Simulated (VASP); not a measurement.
# Sn (Fd-3m) in VASP: notebook, part 2 of 2

VASP 6.6.1. Earlier steps stand in the parts before.

## 3. Relaxation of cell and atoms, PBE

This run uses another cell than the first one, of 35.00 Å³/atom.

INCAR

```
ALGO = Normal
EDIFF = 1E-6
EDIFFG = -0.005
ENCUT = 600
GGA = PE
IBRION = 2
ISIF = 3
ISMEAR = -1
LASPH = T
LCHARG = F
LREAL = F
LWAVE = F
NELM = 60
NSW = 60
PREC = Accurate
SIGMA = 0.02
```

KPOINTS

```
k-points
0
Gamma
  9 9 9
```

POSCAR

```
Sn
1.0
    0.0000000000      3.2710663102      3.2710663102
    3.2710663102      0.0000000000      3.2710663102
    3.2710663102      3.2710663102      0.0000000000
Sn
2
Direct
   -0.1250000000     -0.1250000000     -0.1250000000
    0.1250000000      0.1250000000      0.1250000000
```

Potentials or basis: VASP PAW PBE potentials, release 64 (Sn_d).

Run with:

```sh
cat potpaw_PBE.64/Sn_d/POTCAR > POTCAR
mpirun -np 1 vasp_std > vasp.out
```

OUTCAR:

```text
EDIFF = 1E-6
   EDIFFG = -0.005
   ENCUT = 600
   GGA = PE
   IBRION = 2
   ISIF = 3
   ISMEAR = -1
   LASPH = T
   LREAL = F
   NELM = 60
   NSW = 60
   PREC = Accurate

 ion  position               nearest neighbor table
   1  0.875  0.875  0.875-   2 2.83   2 2.83   2 2.83   2 2.83
   2  0.125  0.125  0.125-   1 2.83   1 2.83   1 2.83   1 2.83

  LATTYP: Found a face centered cubic cell.
 ALAT       =     6.5421326204

  Lattice vectors:

 A1 = (   0.0000000000,   3.2710663102,   3.2710663102)
 A2 = (   3.2710663102,   0.0000000000,   3.2710663102)
 A3 = (   3.2710663102,   3.2710663102,   0.0000000000)

Analysis of symmetry for initial positions (statically):
=====================================================================
 Subroutine PRICEL returns:
 Original cell was already a primitive cell.

 Routine SETGRP: Setting up the symmetry group for a
 face centered cubic supercell.

 Subroutine GETGRP returns: Found 48 space group operations
 (whereof 12 operations were pure point group operations)
 out of a pool of 48 trial point group operations.

The static configuration has the point symmetry D_3d.
 The point group associated with its full space group is O_h .

Analysis of symmetry for dynamics (positions and initial velocities):
=====================================================================
 Subroutine PRICEL returns:
 Original cell was already a primitive cell.

 Routine SETGRP: Setting up the symmetry group for a
 face centered cubic supercell.

 Subroutine GETGRP returns: Found 48 space group operations
 (whereof 12 operations were pure point group operations)
 out of a pool of 48 trial point group operations.

The dynamic configuration has the point symmetry D_3d.
 The point group associated with its full space group is O_h .

 Subroutine INISYM returns: Found 48 space group operations
 (whereof 12 operations are pure point group operations),
 and found     1 'primitive' translations

----------------------------------------------------------------------------------------

                                     Primitive cell

  volume of cell :      70.0000

  direct lattice vectors                    reciprocal lattice vectors
[... 93 lines left out ...]
   ISIF   =      3    stress and relaxation
   ISYM   =      2    0-nonsym 1-usesym 2-fastsym
   POTIM  = 0.5000    time-step for ionic-motion
   TEBEG  =    0.0;   TEEND  =   0.0 temperature during run
   PSTRESS=    0.0 pullay stress
   NELECT =      28.0000    total number of electrons
   NUPDOWN=      -1.0000    fix difference up-down
   EMIN   =  10.00;   EMAX   =-10.00  energy-range for DOS
   EFERMI =   0.00;   METHOD = LEGACY
   ISMEAR =    -1;   SIGMA  =   0.02  broadening in eV -4-tet -1-fermi 0-gaus
   EFERMI_NEDOS =   21; number of points for ismear=-14 and -15
   IALGO  =     38    algorithm
   IMIX   =      4    mixing-type and parameters
     AMIX     =   0.40;   BMIX     =  1.00
     AMIX_MAG =   1.60;   BMIX_MAG =  1.00
  volume/ion in A,a.u.               =      35.00       236.19
  Fermi-wavevector in a.u.,A,eV,Ry     =   1.206225  2.279434 19.796173  1.454978
  Thomas-Fermi vector in A             =   2.341898
   LORBIT       =      0    0 simple, 1 ext, 2 COOP (PROOUT), +10 PAW based schemes
   GGA     = PE    functional components
   LHFCALC =     F    Hartree Fock is set to
   AEXX    =    0.0000 exact exchange contribution
   IVDW    =     0    specifies the selected vdW correction
   LEPSILON=     F    determine dielectric tensor
   LRPA    =     F    only Hartree local field effects (RPA)
 conjugate gradient relaxation of ions
 non-spin polarized calculation
  energy-cutoff  :      600.00
  volume of cell :       70.00
 maximum number of plane-waves:      2357
 NGX is ok and might be reduce to    40

--------------------------------------- Ionic step        1  -------------------------------------------

 number of electron      28.0000002 magnetization

 Free energy of the ion-electron system (eV)
  ---------------------------------------------------
  ext. energy  EPLUGINS =         0.00000000
  ---------------------------------------------------
  free energy    TOTEN  =        -7.66589683 eV

  energy without entropy =       -7.66556102  energy(sigma->0) =       -7.66572892

 E-fermi :   5.3368     XC(G=0):  -8.7687

 val. band max:        5.2507962463   @ k =   0.1111   0.0000   0.0000
 cond. band min:       5.3557329173   @ k =   0.4444   0.0000   0.0000
 fundamental gap:      0.1049366711
 Fermi energy:         5.3368226124

 k-point     1 :       0.0000    0.0000    0.0000
  band No.  band energies     occupation
      1     -16.2482      2.00000
      2     -16.2482      2.00000
      3     -16.2482      2.00000
      4     -16.1919      2.00000
      5     -16.1919      2.00000
      6     -15.9021      2.00000
[... 638 lines left out ...]
--------------------------------------- Ionic step        5  -------------------------------------------

 number of electron      27.9999997 magnetization

 Free energy of the ion-electron system (eV)
  ---------------------------------------------------
  ext. energy  EPLUGINS =         0.00000000
  ---------------------------------------------------
  free energy    TOTEN  =        -7.68788980 eV

  energy without entropy =       -7.68705021  energy(sigma->0) =       -7.68747001

 E-fermi :   4.7793     XC(G=0):  -8.5503

 val. band max:        4.7561102849   @ k =   0.1111   0.0000   0.0000
 cond. band min:       4.8987767718   @ k =   0.3333   0.0000   0.0000
 fundamental gap:      0.1426664869
 Fermi energy:         4.7793280593

 k-point     1 :       0.0000    0.0000    0.0000
  band No.  band energies     occupation
      1     -16.6751      2.00000
      2     -16.6751      2.00000
      3     -16.6751      2.00000
      4     -16.6253      2.00000
      5     -16.6253      2.00000
      6     -16.3728      2.00000
[... 524 lines left out ...]
  FREE ENERGIE OF THE ION-ELECTRON SYSTEM (eV)
  ---------------------------------------------------
  free  energy   TOTEN  =        -7.6878898012 eV

  energy  without entropy=       -7.6870502089  energy(sigma->0) =       -7.68747001

 reached required accuracy - stopping structural energy minimisation
```

OSZICAR:

```text
N       E                     dE             d eps       ncg     rms          rms(c)
DAV:   1     0.210055891972E+03    0.21006E+03   -0.16401E+04  1262   0.244E+03
DAV:   2     0.119838755110E+02   -0.19807E+03   -0.19598E+03  1260   0.455E+02
DAV:   3    -0.712114051451E+01   -0.19105E+02   -0.19022E+02  1434   0.149E+02
[... 38 lines left out ...]
DAV:   1    -0.768849246133E+01   -0.62003E-03   -0.13482E-02  1390   0.199E+00    0.130E-01
DAV:   2    -0.768800152041E+01    0.49094E-03   -0.86901E-04  1592   0.510E-01    0.587E-02
DAV:   3    -0.768789035889E+01    0.11116E-03   -0.34978E-04  1632   0.308E-01    0.837E-03
DAV:   4    -0.768788932793E+01    0.10310E-05   -0.13847E-05  1390   0.487E-02    0.221E-03
DAV:   5    -0.768788980124E+01   -0.47331E-06   -0.47966E-07   630   0.957E-03
   5 F= -.76878898E+01 E0= -.76874700E+01  d E =-.181710E-04
```

Wall time 2.1 min (1 thread of Intel Xeon Platinum 8488C (Sapphire Rapids), shared host); peak memory 0.27 GiB.

Results:

| Quantity | Value |
| --- | --- |
| Free energy | -7.6879 eV |
| Relaxed volume | 36.83 Å³/atom |
| Relaxed cell | a = 4.705 Å, b = 4.705 Å, c = 4.705 Å, α = 60.00°, β = 60.00°, γ = 60.00° |
| Space group after relaxing (to 0.1 Å) | Fd-3m (No. 227) |
| Energy gained by relaxing | 11.0 meV/atom |
| Ionic steps | 5 |
| Pressure after relaxing | 0.0 GPa |
| Band gap on the k mesh | zero (bands 14 and 15 overlap by 0.21 eV) |

Step by step:
| step | energy change (eV) | largest force (eV/Å) | pressure (GPa) | volume (Å³) |
| --- | --- | --- | --- | --- |
| 1 | 0.0000 | 0.0000 | 2.04 | 70.00 |
| 2 | -0.0207 | 0.0000 | -0.44 | 74.61 |
| 3 | -0.0220 | 0.0000 | 0.07 | 73.64 |
| 4 | -0.0220 | 0.0000 | -0.04 | 73.77 |
| 5 | -0.0220 | 0.0000 | 0.02 | 73.66 |

Final structure:
```cif
data_structure
_symmetry_space_group_name_H-M 'P 1'
_symmetry_Int_Tables_number 1
_cell_length_a 4.7053
_cell_length_b 4.7053
_cell_length_c 4.7053
_cell_angle_alpha 60.000
_cell_angle_beta 60.000
_cell_angle_gamma 60.000
_cell_volume 73.66
loop_
_atom_site_label
_atom_site_type_symbol
_atom_site_fract_x
_atom_site_fract_y
_atom_site_fract_z
_atom_site_occupancy
Sn1 Sn 0.87500 0.87500 0.87500 1
Sn2 Sn 0.12500 0.12500 0.12500 1
```

Caveat: spin-orbit coupling is left out, which moves the levels of the heavy elements.

## 4. Single point, PBE

This run uses another cell than the first one: it holds 4 atoms, not 2.

INCAR

```
SYSTEM = Sn
PREC     = Accurate       ! precision mode
ENCUT    = 520            ! plane-wave cutoff, eV
EDIFF    = 1E-7           ! SCF threshold, eV
ISMEAR   = -1             ! smearing method
SIGMA    = 0.02           ! smearing width, eV
LREAL    = .False.        ! projectors in reciprocal space
LASPH    = .True.         ! aspherical terms in the spheres
NELM     = 60             ! most SCF steps
ALGO     = Normal         ! electronic algorithm
ISIF     = 2              ! what is computed and relaxed
LWAVE    = .False.        ! write WAVECAR
LCHARG   = .False.        ! write CHGCAR
GGA      = PE             ! functional
NBANDS   = 36             ! bands
```

KPOINTS

```
regular mesh
0
Gamma
  7 7 5
  0 0 0
```

POSCAR

```
Sn
1.0
    3.3279730300      3.3279730300      0.0000000000
   -3.3279730300      3.3279730300      0.0000000000
    0.0000000000      0.0000000000      6.6559460600
Sn
4
Direct
    0.2500000000      0.5000000000      0.3750000000
    0.7500000000      0.0000000000      0.8750000000
    0.2500000000      0.0000000000      0.1250000000
    0.7500000000      0.5000000000      0.6250000000
```

Run with:

```sh
cat potpaw_PBE.64/Sn_d/POTCAR > POTCAR
mpirun -np 1 vasp_std > vasp.out
```

Run time: 76 s. Hardware: 1 thread of Intel Xeon Platinum 8488C (Sapphire Rapids), shared host; peak memory 0.28 GiB.

Results (log left out):

| Item | Value |
| --- | --- |
| Free energy | -15.3783 eV |
| Pressure | 0.0 GPa |
| Band gap on the k mesh | zero (bands 28 and 29 overlap by 0.16 eV) |

Levels at points of the mesh, in eV from the Fermi level:
| k point | band 26 | band 27 | band 28 | band 29 | band 30 | band 31 |
| --- | --- | --- | --- | --- | --- | --- |
| (0.00, 0.00, 0.00) | -1.10 | 0.14 | 0.14 | 0.14 | 0.96 | 0.96 |

Caveat: spin-orbit coupling is left out, which moves the levels of the heavy elements.

## 5. Overview

```csv
task,cell,k mesh,cutoff (eV),gap on the mesh (eV),pressure (GPa)
single point,"a = 4.706 Å, angles 60.0°, 2 atoms, atomic positions A",9 × 9 × 9,520,none,0.0
relaxation of cell and atoms,"relaxed from a = 4.626 Å, angles 60.0°, 2 atoms, atomic positions A",9 × 9 × 9,600,none,0.0
single point,"a = 4.706, b = 4.706, c = 6.656 Å, 4 atoms, atomic positions B",7 × 7 × 5,520,none,0.0
```

Alike in all rows: level PBE; potentials or basis VASP PAW PBE potentials, release 64 (Sn_d); no spin polarisation; smearing fermi-dirac 0.02 eV.

Caveats: spin-orbit coupling is left out, which moves the levels of the heavy elements.

Total energies depend on the potentials used, so only differences within one code and one set of settings carry meaning.
